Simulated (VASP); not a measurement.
P, 2 atoms in the cell. The structure is trigonal, space group R-3m (No. 166). Conventional cell: a = 3.718 Å, b = 3.718 Å, c = 8.091 Å, α = 90.00°, β = 90.00°, γ = 120.00°. Within 3.1 Å of P (site symmetry 3m) lie 6 P at 2.36 to 2.75 Å.  This cell differs from its parent crystal: ratio of the length along z to the lengths across it x 0.8, volume and fractional coordinates fixed.

```yaml
Program: VASP 6.6.1
Task: single point
Functional: PBEsol
Potentials_or_basis: VASP PAW PBE potentials, release 64 (P)
Cutoff: 520 eV
k_mesh: 18 × 18 × 18
Occupations: gaussian, width 0.15 eV
Spin: no spin polarisation
Dipole_correction: no
Further_INCAR_settings: ALGO = Normal; EDIFF = 1e-06; NBANDS = 12
```

Potentials or basis: VASP PAW PBE potentials, release 64 (P).

Launch:

```sh
$ cat potpaw_PBE.64/P/POTCAR > POTCAR
$ mpirun -np 1 vasp_std > vasp.out
```

Hardware: 1 thread of Intel Xeon 8259CL, on a shared host.

**Question.** Estimate the wall time of this run.

**Answer.** Wall time 3.6 min on 1 thread of Intel Xeon 8259CL, on a shared host, peak memory 0.29 GiB. Counts: scf iterations 10, k points 580.
